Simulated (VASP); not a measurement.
# PbO2 (Fm-3m) in VASP: notebook

Aim: see how the results for PbO2 move with the level of theory and the settings. Levels: r2SCAN, PBE+D4, PBE. Tasks: single point.

All numbers are computed with VASP 6.6.1; they aren't measurements. Logs are shortened: lines on timing, memory, paths and dates and some standing lists are left out, and cuts for length are marked.

## Step 1: The cell of the first run

Symmetry: Fm-3m, No. 225, cubic system. The conventional cell has a = 5.404 Å, b = 5.404 Å, c = 5.404 Å, α = 90.00°, β = 90.00°, γ = 90.00°. Within 3.1 Å of Pb (site symmetry m-3m) lie 8 O at 2.34 Å. Within 3.1 Å of O (site symmetry -43m) lie 4 Pb at 2.34 Å and 6 O at 2.70 Å.

## Step 2: Single point, r2SCAN

POSCAR

```
PbO2
1.0
    0.0000000000      2.7019920000      2.7019920000
    2.7019920000      0.0000000000      2.7019920000
    2.7019920000      2.7019920000      0.0000000000
Pb O
1 2
Direct
    0.0000000000      0.0000000000      0.0000000000
    0.2500000000      0.2500000000      0.2500000000
    0.7500000000      0.7500000000      0.7500000000
```

INCAR.step1

```
SYSTEM = PbO2
PREC     = Accurate       ! precision mode
ENCUT    = 520            ! plane-wave cutoff, eV
ISMEAR   = 0              ! smearing method
SIGMA    = 0.1            ! smearing width, eV
LREAL    = .FALSE.        ! projectors in reciprocal space
LASPH    = .TRUE.         ! aspherical terms in the spheres
NELM     = 100            ! most SCF steps
NBANDS   = 20             ! bands
GGA      = PE             ! functional
ALGO     = Normal         ! electronic algorithm
EDIFF    = 1E-4           ! SCF threshold, eV
LWAVE    = .TRUE.         ! write WAVECAR
LCHARG   = .FALSE.        ! write CHGCAR
```

INCAR.step2

```
SYSTEM = PbO2
PREC     = Accurate       ! precision mode
ENCUT    = 520            ! plane-wave cutoff, eV
EDIFF    = 1E-7           ! SCF threshold, eV
ISMEAR   = 0              ! smearing method
SIGMA    = 0.1            ! smearing width, eV
LREAL    = .FALSE.        ! projectors in reciprocal space
LASPH    = .TRUE.         ! aspherical terms in the spheres
NELM     = 100            ! most SCF steps
ALGO     = Normal         ! electronic algorithm
ISIF     = 2              ! what is computed and relaxed
LWAVE    = .FALSE.        ! write WAVECAR
LCHARG   = .TRUE.         ! write CHGCAR
METAGGA  = R2SCAN         ! meta-GGA
LMIXTAU  = .TRUE.       
LELF     = .TRUE.         ! ELF
LVHAR    = .TRUE.       
NBANDS   = 20             ! bands
ISTART   = 1
```

KPOINTS

```
regular mesh
0
G
  6 6 6
  0 0 0
```

Potentials or basis: VASP PAW PBE potentials, release 64 (Pb_d, O).

On the command line:

```bash
cat potpaw_PBE.64/Pb_d/POTCAR potpaw_PBE.64/O/POTCAR > POTCAR
cp INCAR.step1 INCAR
mpirun -np 1 vasp_std > vasp.out
cp INCAR.step2 INCAR
mpirun -np 1 vasp_std > vasp.out
```

OUTCAR:

```text
SYSTEM = PbO2
   PREC = Accurate
   ENCUT = 520
   EDIFF = 1E-7
   ISMEAR = 0
   LREAL = .FALSE.
   LASPH = .TRUE.
   NELM = 100
   ISIF = 2
   METAGGA = R2SCAN
   ISTART = 1

 ion  position               nearest neighbor table
   1  0.000  0.000  0.000-   3 2.34   3 2.34   3 2.34   2 2.34   2 2.34   2 2.34   3 2.34   2 2.34

   2  0.250  0.250  0.250-   1 2.34   1 2.34   1 2.34   1 2.34
   3  0.750  0.750  0.750-   1 2.34   1 2.34   1 2.34   1 2.34

  LATTYP: Found a face centered cubic cell.
 ALAT       =     5.4039840000

  Lattice vectors:

 A1 = (   0.0000000000,   2.7019920000,   2.7019920000)
 A2 = (   2.7019920000,   0.0000000000,   2.7019920000)
 A3 = (   2.7019920000,   2.7019920000,   0.0000000000)

Analysis of symmetry for initial positions (statically):
=====================================================================
 Subroutine PRICEL returns:
 Original cell was already a primitive cell.

 Routine SETGRP: Setting up the symmetry group for a
 face centered cubic supercell.

 Subroutine GETGRP returns: Found 48 space group operations
[... 9 lines left out ...]

 Routine SETGRP: Setting up the symmetry group for a
 face centered cubic supercell.

 Subroutine GETGRP returns: Found 48 space group operations
[... 11 lines left out ...]
                                     Primitive cell

  volume of cell :      39.4532

  direct lattice vectors                    reciprocal lattice vectors
     0.000000000  2.701992000  2.701992000    -0.185048660  0.185048660  0.185048660
     2.701992000  0.000000000  2.701992000     0.185048660 -0.185048660  0.185048660
     2.701992000  2.701992000  0.000000000     0.185048660  0.185048660 -0.185048660

  length of vectors
     3.821193732  3.821193732  3.821193732     0.320513682  0.320513682  0.320513682

  position of ions in fractional coordinates (direct lattice)
     0.000000000  0.000000000  0.000000000
     0.250000000  0.250000000  0.250000000
     0.750000000  0.750000000  0.750000000

  ion indices of the primitive-cell ions
   primitive index   ion index
                 1           1
                 2           2
                 3           3

----------------------------------------------------------------------------------------

 KPOINTS: regular mesh

Automatic generation of k-mesh.
 Grid dimensions read from file:
 generate k-points for:    6    6    6

 Generating k-lattice:

  Cartesian coordinates                     Fractional coordinates (reciprocal lattice)
    -0.030841443  0.030841443  0.030841443     0.166666667  0.000000000  0.000000000
     0.030841443 -0.030841443  0.030841443     0.000000000  0.166666667  0.000000000
     0.030841443  0.030841443 -0.030841443     0.000000000  0.000000000  0.166666667

  Length of vectors
     0.053418947  0.053418947  0.053418947

  Shift w.r.t. Gamma in fractional coordinates (k-lattice)
     0.000000000  0.000000000  0.000000000

 Subroutine IBZKPT returns following result:
 ===========================================

 Found     16 irreducible k-points:

 Following reciprocal coordinates:
            Coordinates               Weight
  0.000000  0.000000  0.000000      1.000000
  0.166667  0.000000  0.000000      8.000000
  0.333333  0.000000  0.000000      8.000000
  0.500000  0.000000  0.000000      4.000000
  0.166667  0.166667  0.000000      6.000000
  0.333333  0.166667  0.000000     24.000000
[... 8 lines left out ...]
 -0.333333  0.333333  0.166667     24.000000
 -0.333333  0.500000  0.166667     12.000000
   k-points           NKPTS =     16   k-points in BZ     NKDIM =     16   number of bands    NBANDS=     20
   number of dos      NEDOS =    301   number of ions     NIONS =      3
   total plane-waves  NPLWV =  21952
   dimension x,y,z NGX =    28 NGY =   28 NGZ =   28
   dimension x,y,z NGXF=    56 NGYF=   56 NGZF=   56
   ions per type =               1   2
   NGX,Y,Z   is equivalent  to a cutoff of  12.18, 12.18, 12.18 a.u.
   NGXF,Y,Z  is equivalent  to a cutoff of  24.36, 24.36, 24.36 a.u.
 SYSTEM =  PbO2
   PREC   = accura    normal or accurate (medium, high low for compatibility)
   ISTART =      1    job   : 0-new  1-cont  2-samecut
   ICHARG =      0    charge: 1-file 2-atom 10-const
   ISPIN  =      1    spin polarized calculation?
   LNONCOLLINEAR =      F non collinear calculations
   LSORBIT =      F    spin-orbit coupling
   LASPH  =      T    aspherical Exc in radial PAW
   ENCUT  =  520.0 eV  38.22 Ry    6.18 a.u.   7.10  7.10  7.10*2*pi/ulx,y,z
   NELM   =    100;   NELMIN=  2; NELMDL=  0     # of ELM steps
   EDIFF  = 0.1E-06   stopping-criterion for ELM
   LREAL  =      F    real-space projection
   EDIFFG = 0.1E-05   stopping-criterion for IOM
   NSW    =      0    number of steps for IOM
   IBRION =     -1    ionic relax: 0-MD 1-quasi-New 2-CG
   NFREE  =      0    steps in history (QN), initial steepest desc. (CG)
   ISIF   =      2    stress and relaxation
   ISYM   =      2    0-nonsym 1-usesym 2-fastsym
   POTIM  = 0.5000    time-step for ionic-motion
   TEBEG  =    0.0;   TEEND  =   0.0 temperature during run
   PSTRESS=    0.0 pullay stress
   NELECT =      26.0000    total number of electrons
   NUPDOWN=      -1.0000    fix difference up-down
   EMIN   =  10.00;   EMAX   =-10.00  energy-range for DOS
   EFERMI =   0.00;   METHOD = LEGACY
   ISMEAR =     0;   SIGMA  =   0.10  broadening in eV -4-tet -1-fermi 0-gaus
   EFERMI_NEDOS =   21; number of points for ismear=-14 and -15
   IALGO  =     38    algorithm
   IMIX   =      4    mixing-type and parameters
     AMIX     =   0.40;   BMIX     =  1.00
     AMIX_MAG =   1.60;   BMIX_MAG =  1.00
  volume/ion in A,a.u.               =      13.15        88.75
  Fermi-wavevector in a.u.,A,eV,Ry     =   1.424640  2.692180 27.614384  2.029600
  Thomas-Fermi vector in A             =   2.545110
   LORBIT       =      0    0 simple, 1 ext, 2 COOP (PROOUT), +10 PAW based schemes
   METAGGA = R2SCAN    functional components
   LHFCALC =     F    Hartree Fock is set to
   AEXX    =    0.0000 exact exchange contribution
   IVDW    =     0    specifies the selected vdW correction
   LEPSILON=     F    determine dielectric tensor
   LRPA    =     F    only Hartree local field effects (RPA)
 non-spin polarized calculation
 Gauss-broadening in eV      SIGMA  =   0.10
  energy-cutoff  :      520.00
  volume of cell :       39.45
 maximum number of plane-waves:      1073
   NGX = 15   NGY = 15   NGZ = 15

 number of electron      25.9999989 magnetization

 Free energy of the ion-electron system (eV)
  ---------------------------------------------------
  ext. energy  EPLUGINS =         0.00000000
  ---------------------------------------------------
  free energy    TOTEN  =       -70.75388501 eV

  energy without entropy =      -70.75267548  energy(sigma->0) =      -70.75328025

 E-fermi :   5.3758     XC(G=0): -11.9026

 val. band max:        5.2778744606   @ k =  -0.3333   0.5000   0.1667
 cond. band min:       5.7785217291   @ k =   0.1667   0.1667   0.0000
 fundamental gap:      0.5006472685
 Fermi energy:         5.3758047313

 k-point     1 :       0.0000    0.0000    0.0000
  band No.  band energies     occupation
      1     -14.1721      2.00000
      2     -11.4336      2.00000
      3     -10.9037      2.00000
      4     -10.9037      2.00000
      5     -10.9037      2.00000
      6     -10.6564      2.00000
[... 12 lines left out ...]
     19      21.7738      0.00000
     20      21.7738      0.00000

 k-point     2 :       0.1667    0.0000    0.0000
  band No.  band energies     occupation
      1     -13.9645      2.00000
      2     -12.1130      2.00000
      3     -10.8737      2.00000
      4     -10.8737      2.00000
      5     -10.6570      2.00000
      6     -10.6570      2.00000
[... 12 lines left out ...]
     19      21.5519      0.00000
     20      21.5519      0.00000

 k-point     3 :       0.3333    0.0000    0.0000
  band No.  band energies     occupation
      1     -13.5843      2.00000
      2     -12.5850      2.00000
      3     -10.8349      2.00000
      4     -10.8349      2.00000
      5     -10.6350      2.00000
      6     -10.6350      2.00000
[... 12 lines left out ...]
     19      21.2611      0.00000
     20      21.2611      0.00000

 k-point     4 :       0.5000    0.0000    0.0000
  band No.  band energies     occupation
      1     -13.5067      2.00000
      2     -12.5560      2.00000
      3     -10.8283      2.00000
      4     -10.8283      2.00000
      5     -10.6101      2.00000
      6     -10.6101      2.00000
[... 12 lines left out ...]
     19      21.1121      0.00000
     20      21.1121      0.00000

 k-point     5 :       0.1667    0.1667    0.0000
  band No.  band energies     occupation
      1     -13.8875      2.00000
      2     -12.2772      2.00000
      3     -10.8443      2.00000
      4     -10.8443      2.00000
      5     -10.6816      2.00000
      6     -10.6409      2.00000
[... 12 lines left out ...]
     19      21.4015      0.00000
     20      21.9244      0.00000

 k-point     6 :       0.3333    0.1667    0.0000
  band No.  band energies     occupation
      1     -13.5243      2.00000
      2     -12.7357      2.00000
      3     -10.7945      2.00000
      4     -10.7572      2.00000
      5     -10.6696      2.00000
      6     -10.6213      2.00000
[... 12 lines left out ...]
     19      21.9229      0.00000
     20      23.2090      0.00000

 k-point     7 :       0.5000    0.1667    0.0000
  band No.  band energies     occupation
      1     -13.3853      2.00000
      2     -12.7920      2.00000
      3     -10.7821      2.00000
      4     -10.7229      2.00000
      5     -10.6099      2.00000
      6     -10.4610      2.00000
[... 12 lines left out ...]
     19      21.5575      0.00000
     20      23.5038      0.00000
[... 93 lines left out ...]
 k-point    12 :      -0.3333    0.3333    0.0000
  band No.  band energies     occupation
      1     -13.2245      2.00000
      2     -13.0019      2.00000
      3     -10.7192      2.00000
      4     -10.7085      2.00000
      5     -10.6445      2.00000
      6      -9.9862      2.00000
[... 12 lines left out ...]
     19      21.6330      0.00000
     20      24.0957      0.00000

 k-point    13 :       0.5000    0.5000    0.0000
  band No.  band energies     occupation
      1     -13.3088      2.00000
      2     -12.8328      2.00000
      3     -10.7765      2.00000
      4     -10.6520      2.00000
      5     -10.6520      2.00000
      6     -10.5943      2.00000
[... 12 lines left out ...]
     19      22.5875      0.00000
     20      23.0813      0.00000

 k-point    14 :       0.5000    0.3333    0.1667
  band No.  band energies     occupation
      1     -13.2286      2.00000
      2     -13.0230      2.00000
      3     -10.7262      2.00000
      4     -10.7257      2.00000
      5     -10.6454      2.00000
      6     -10.4227      2.00000
[... 12 lines left out ...]
     19      21.8138      0.00000
     20      24.0395      0.00000

 k-point    15 :      -0.3333    0.3333    0.1667
  band No.  band energies     occupation
      1     -13.2213      2.00000
      2     -13.0060      2.00000
      3     -10.7188      2.00000
      4     -10.7055      2.00000
      5     -10.6315      2.00000
      6     -10.0471      2.00000
[... 12 lines left out ...]
     19      21.7819      0.00000
     20      24.1007      0.00000

 k-point    16 :      -0.3333    0.5000    0.1667
  band No.  band energies     occupation
      1     -13.2203      2.00000
      2     -12.9923      2.00000
      3     -10.7434      2.00000
      4     -10.6519      2.00000
      5     -10.6232      2.00000
      6     -10.2431      2.00000
[... 12 lines left out ...]
     19      22.6152      0.00000
     20      23.2956      0.00000

------------------------ aborting loop because EDIFF is reached ----------------------------------------

  FORCE on cell =-STRESS in cart. coord.  units (eV):
  Direction    XX          YY          ZZ          XY          YZ          ZX
  --------------------------------------------------------------------------------------
  -------------------------------------------------------------------------------------
  Total       -1.5113982     -1.5113982     -1.5113982      0.0000000      0.0000000      0.0000000
  in kB      -61.3772320    -61.3772320    -61.3772320      0.0000000      0.0000000      0.0000000
  external PRESSURE =     -61.3772320 kB  Pullay stress =       0.0000000 kB

 VOLUME and BASIS-vectors are now :
 -----------------------------------------------------------------------------
  energy-cutoff  :      520.00
  volume of cell :       39.45
      direct lattice vectors                 reciprocal lattice vectors
     0.000000000  2.701992000  2.701992000    -0.185048660  0.185048660  0.185048660
     2.701992000  0.000000000  2.701992000     0.185048660 -0.185048660  0.185048660
     2.701992000  2.701992000  0.000000000     0.185048660  0.185048660 -0.185048660

 POSITION                                       TOTAL-FORCE (eV/Angst)
 -----------------------------------------------------------------------------------
      0.00000      0.00000      0.00000         0.000000      0.000000      0.000000
      1.35100      1.35100      1.35100         0.000000      0.000000      0.000000
      4.05299      4.05299      4.05299        -0.000000     -0.000000     -0.000000
 -----------------------------------------------------------------------------------
    total drift:                                0.000000      0.000000      0.000000

  FREE ENERGIE OF THE ION-ELECTRON SYSTEM (eV)
  ---------------------------------------------------
  free  energy   TOTEN  =       -70.7538850105 eV

  energy  without entropy=      -70.7526754830  energy(sigma->0) =      -70.75328025
```

Run time: 71 s. Hardware: 1 thread of AMD EPYC 7R43 (Zen 3), shared host; peak memory 0.13 GiB.

Results:

| Property | Result |
| --- | --- |
| Free energy | -70.7539 eV |
| Pressure | -6.1 GPa |
| Band gap on the k mesh | zero (band 13 reaches 5.28 eV, above the bottom of band 14 at 4.06 eV) |

Caveat: the PAW data sets were made with another functional, which shifts forces and pressure a little; spin-orbit coupling is left out, which moves the levels of the heavy elements.

## Step 3: Single point, PBE+D4, collinear spin, zero start

INCAR

```
  PREC = Accurate
  ENCUT = 520
  EDIFF = 1E-7
  ISMEAR = 0
  SIGMA = 0.1
  LREAL = F
  LASPH = T
  NELM = 150
  ALGO = Normal
  ISIF = 2
  LWAVE = F
  LCHARG = F
  ISPIN = 2
  MAGMOM = 0 0 0
  LORBIT = 11
  GGA = PE
  IVDW = 13
  NBANDS = 24
```

KPOINTS

```
Automatic mesh
0
Gamma
  6 6 6
```

POSCAR is that of step 2.

Potentials or basis: VASP PAW PBE potentials, release 64 (Pb_d, O).

On the command line:

```bash
cat potpaw_PBE.64/Pb_d/POTCAR potpaw_PBE.64/O/POTCAR > POTCAR
mpirun -np 1 vasp_std > vasp.out
```

It took 34 s on 1 thread of AMD EPYC 7R43 (Zen 3), shared host; peak memory 0.15 GiB.

The run converged. Its results:

```
Free energy                                           : -16.4264 eV
Pressure                                              : -2.8 GPa
Band gap on the k mesh                                : zero (filled and empty bands overlap)
Net moment                                            : 0.00 μB per cell
Valence electrons inside the program's atomic spheres : Pb 11.69; O 4.94
Dispersion energy per atom                            : -0.272 eV
```

Levels at points of the mesh, in eV from the Fermi level:
Spin up:
| k point | band 11 | band 12 | band 13 | band 14 | band 15 | band 16 |
| --- | --- | --- | --- | --- | --- | --- |
| (0.00, 0.00, 0.00) | -2.05 | -1.29 | -1.29 | -1.29 | 6.90 | 6.90 |
| (0.50, 0.00, 0.00) | -2.84 | -1.49 | -1.49 | 2.48 | 7.05 | 9.40 |
| (0.50, 0.50, 0.00) | -0.32 | -0.22 | -0.22 | 1.58 | 6.10 | 9.36 |
Spin down:
```tsv
k point	band 11	band 12	band 13	band 14	band 15	band 16
(0.00, 0.00, 0.00)	-2.05	-1.29	-1.29	-1.29	6.90	6.90
(0.50, 0.00, 0.00)	-2.84	-1.49	-1.49	2.48	7.05	9.40
(0.50, 0.50, 0.00)	-0.32	-0.22	-0.22	1.58	6.10	9.36
```

Caveat: spin-orbit coupling is left out, which moves the levels of the heavy elements; pairwise dispersion overbinds metals, which lowers pressure and volume.

## Step 4: Single point, PBE, collinear spin, zero start

INCAR

```
SYSTEM = PbO2
  PREC = Accurate
  ENCUT = 520
  EDIFF = 1E-7
  ISMEAR = 0
  SIGMA = 0.1
  LREAL = .FALSE.
  LASPH = .TRUE.
  NELM = 150
  ALGO = Normal
  ISIF = 2
  LWAVE = .FALSE.
  LCHARG = .FALSE.
  ISPIN = 2
  MAGMOM = 0 0 0
  LORBIT = 11
  GGA = PE
  NBANDS = 24
```

KPOINTS

```
regular mesh
0
G
  6 6 6
  0 0 0
```

POSCAR is that of step 3.

On the command line:

```bash
cat potpaw_PBE.64/Pb_d/POTCAR potpaw_PBE.64/O/POTCAR > POTCAR
mpirun -np 1 vasp_std > vasp.out
```

It took 34 s on 1 thread of AMD EPYC 7R43 (Zen 3), shared host; peak memory 0.15 GiB.

It converged, with:

| Property | Result |
| --- | --- |
| Free energy | -15.6097 eV |
| Pressure | 0.2 GPa |
| Band gap on the k mesh | zero (filled and empty bands overlap) |
| Net moment | 0.00 μB per cell |
| Valence electrons inside the program's atomic spheres | Pb 11.69; O 4.94 |

Levels at points of the mesh, in eV from the Fermi level:
Spin up:
| k point | band 9 | band 10 | band 11 | band 12 | band 13 | band 14 | band 15 | band 16 | band 17 | band 18 |
| --- | --- | --- | --- | --- | --- | --- | --- | --- | --- | --- |
| (0.00, 0.00, 0.00) | -2.05 | -2.05 | -2.05 | -1.29 | -1.29 | -1.29 | 6.90 | 6.90 | 6.90 | 11.69 |
| (0.50, 0.00, 0.00) | -3.36 | -2.84 | -2.84 | -1.49 | -1.49 | 2.48 | 7.05 | 9.40 | 9.40 | 14.29 |
| (0.50, 0.50, 0.00) | -4.55 | -4.55 | -0.32 | -0.22 | -0.22 | 1.58 | 6.10 | 9.36 | 10.72 | 10.72 |
Spin down:
```
           k point  band 11  band 12  band 13  band 14  band 15  band 16
(0.00, 0.00, 0.00)    -2.05    -1.29    -1.29    -1.29     6.90     6.90
(0.50, 0.00, 0.00)    -2.84    -1.49    -1.49     2.48     7.05     9.40
(0.50, 0.50, 0.00)    -0.32    -0.22    -0.22     1.58     6.10     9.36
```

Caveat: spin-orbit coupling is left out, which moves the levels of the heavy elements.

(Continued in part 2 of 2.)
